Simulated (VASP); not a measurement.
Crystal: Ga.

```
Ga
1.0
     3.81696   -2.32663    0.00000
     3.81696    2.32663    0.00000
     0.00000    0.00000    4.48825
Ga
4
Direct
  0.66555 0.00969 0.25000
  0.00969 0.66555 0.75000
  0.33445 0.99031 0.75000
  0.99031 0.33445 0.25000
```

Base run:

| Quantity | Value |
| --- | --- |
| Program | VASP 6.6.1 |
| Functional | PBEsol |
| Potentials or basis | VASP PAW PBE potentials, release 64 (Ga_d) |
| Cutoff | 520 eV |
| k mesh | 7 × 7 × 6 |
| Occupations | fermi-dirac, width 0.05 eV |
| Spin | no spin polarisation |

Its results: band gap on the k mesh zero (band 26 reaches 5.10 eV, above the bottom of band 27 at 4.38 eV); pressure -0.2 GPa; largest force 0.027 eV/Å.

Q: The run is repeated on the same cell with these changes: functional from PBEsol to PBE. What comes out?

A: Band gap on the k mesh zero (band 26 reaches 5.27 eV, above the bottom of band 27 at 4.54 eV); pressure 3.3 GPa; largest force 0.049 eV/Å.

PBE binds less tightly than PBEsol, so the same cell stands under more pressure.

Caveats: the PAW data sets were made with another functional, which shifts forces and pressure a little (some runs).
